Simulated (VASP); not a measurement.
Wanted: the native input for a VASP 6.6.1 run.

| Property | Result |
| --- | --- |
| Task | single point |
| Functional | r2SCAN |
| Potentials or basis | VASP PAW PBE potentials, release 64 (Y_sv, Si, Pd) |
| Cutoff | 520 eV |
| k mesh | 12 × 12 × 12 |
| Occupations | gaussian, width 0.1 eV |
| Spin | no spin polarisation |
| Dipole correction | no |
| Further INCAR settings | ALGO = Normal; EDIFF = 1e-06; NBANDS = 28 |

YSi2Pd2:

```
Y Si Pd
1.0
    -2.01542    2.01542    4.90774
     2.01542   -2.01542    4.90774
     2.01542    2.01542   -4.90774
Y Si Pd
1 2 2
Cartesian
  0.0000 0.0000 0.0000
  0.0000 0.0000 3.7770
  0.0000 0.0000 6.0384
  0.0000 2.0154 2.4539
  2.0154 0.0000 2.4539
```

The input as run:

POSCAR

```
YSi2Pd2
1.0
   -2.0154207806      2.0154207806      4.9077357925
    2.0154207806     -2.0154207806      4.9077357925
    2.0154207806      2.0154207806     -4.9077357925
Y Si Pd
1 2 2
Direct
    0.0000000000      0.0000000000      0.0000000000
    0.3848044563      0.3848044563      0.0000000000
    0.6151955437      0.6151955437      0.0000000000
    0.7500000000      0.2500000000      0.5000000000
    0.2500000000      0.7500000000      0.5000000000
```

INCAR.step1

```
SYSTEM = YSi2Pd2
PREC = Accurate ; ENCUT = 520
ISMEAR = 0 ; SIGMA = 0.1
LREAL = .FALSE. ; LASPH = .TRUE.
NELM = 80 ; NBANDS = 28
GGA = PE ; ALGO = Normal
EDIFF = 1E-4 ; LWAVE = .TRUE.
LCHARG = .FALSE.
```

INCAR.step2

```
SYSTEM = YSi2Pd2
PREC = Accurate ; ENCUT = 520
EDIFF = 1E-6 ; ISMEAR = 0
SIGMA = 0.1 ; LREAL = .FALSE.
LASPH = .TRUE. ; NELM = 80
ALGO = Normal ; ISIF = 2
LWAVE = .FALSE. ; LCHARG = .FALSE.
METAGGA = R2SCAN ; LMIXTAU = .TRUE.
NBANDS = 28 ; ISTART = 1
```

KPOINTS

```
Automatic mesh
0
G
  12 12 12
  0 0 0
```

Potentials or basis: VASP PAW PBE potentials, release 64 (Y_sv, Si, Pd).

Run with:

```sh
$ cat potpaw_PBE.64/Y_sv/POTCAR potpaw_PBE.64/Si/POTCAR potpaw_PBE.64/Pd/POTCAR > POTCAR
$ cp INCAR.step1 INCAR
$ mpirun -np 1 vasp_std > vasp.out
$ cp INCAR.step2 INCAR
$ mpirun -np 1 vasp_std > vasp.out
```

Results of the run:

```yaml
Pressure: 10.3 GPa
Largest_force: 0.047 eV/Å
```

Caveat: the PAW data sets were made with another functional, which shifts forces and pressure a little.

It took 36 min on 1 thread of Intel Xeon 6975P-C, with other jobs on the host, peak memory 0.58 GiB.
